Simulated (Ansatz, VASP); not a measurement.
Cr in VASP and in Ansatz

INCAR

```
PREC = Accurate
ENCUT = 520
EDIFF = 1E-6
ISMEAR = -1
SIGMA = 0.03
LREAL = False
LASPH = True
NELM = 80
ALGO = Normal
ISIF = 2
LWAVE = False
LCHARG = True
GGA = CA
LELF = True
LVHAR = True
NBANDS = 32
```

The input KPOINTS:

```
regular mesh
0
Gamma
  10 10 10
```

File POSCAR:

```
Cr
1.0
    2.7140000000      0.0000000000      0.0000000000
    0.0000000000      4.7007858918      0.0000000000
    1.3570000000      2.3503929459      4.4100000000
Cr
4
Direct
    0.8750000000      0.2083333334      0.2500000000
    0.3750000000      0.7083333334      0.2500000000
    0.1250000000      0.7916666666      0.7500000000
    0.6250000000      0.2916666666      0.7500000000
```

Input for Ansatz:

```yaml
crystal:
  lattice:
    - [2.714, 0.0, 0.0]
    - [0.0, 4.7007858918, 0.0]
    - [1.357, 2.3503929459, 4.41]
  atoms:
    - { symbol: Cr, position: [0.875, 0.2083333334, 0.25] }
    - { symbol: Cr, position: [0.375, 0.7083333334, 0.25] }
    - { symbol: Cr, position: [0.125, 0.7916666666, 0.75] }
    - { symbol: Cr, position: [0.625, 0.2916666666, 0.75] }
kpoints:
  mp_grid: { grid: [10, 10, 10] }
scf:
  occupations: { method: fermi_dirac, width: 0.03 }
  lower_state_search: "off"
hamiltonian:
  xc: lda
  pseudopotentials: { kind: paw }
output:
  forces: true
  stress: true
  eigenvalues: true
```

Alike in both runs: task single point; functional LDA; k mesh 10 × 10 × 10; occupations fermi-dirac, width 0.03 eV; no spin polarisation.

```csv
,VASP,Ansatz
version,VASP 6.6.1,Ansatz 0.2.0
potentials or method,"VASP PAW LDA potentials, release 64 (Cr_pv)","PAW with Ansatz's default frozen-core files, scalar-relativistic"
plane-wave cutoff (eV),520,420
valence electrons in the cell,48,56
```

|  | VASP | Ansatz | Ansatz less VASP |
| --- | --- | --- | --- |
| rms of the force components (eV/Å) | 0.005 | 0.005 | +0.0002 |

LDA's correlation is that of Perdew and Zunger in VASP and of Perdew and Wang (1992) in Ansatz. Atom by atom the forces differ by 0.000 eV/Å (rms over components). VASP's potentials hold 48 valence electrons a cell and Ansatz's 56, so a difference there can come from the potentials and not from the codes.
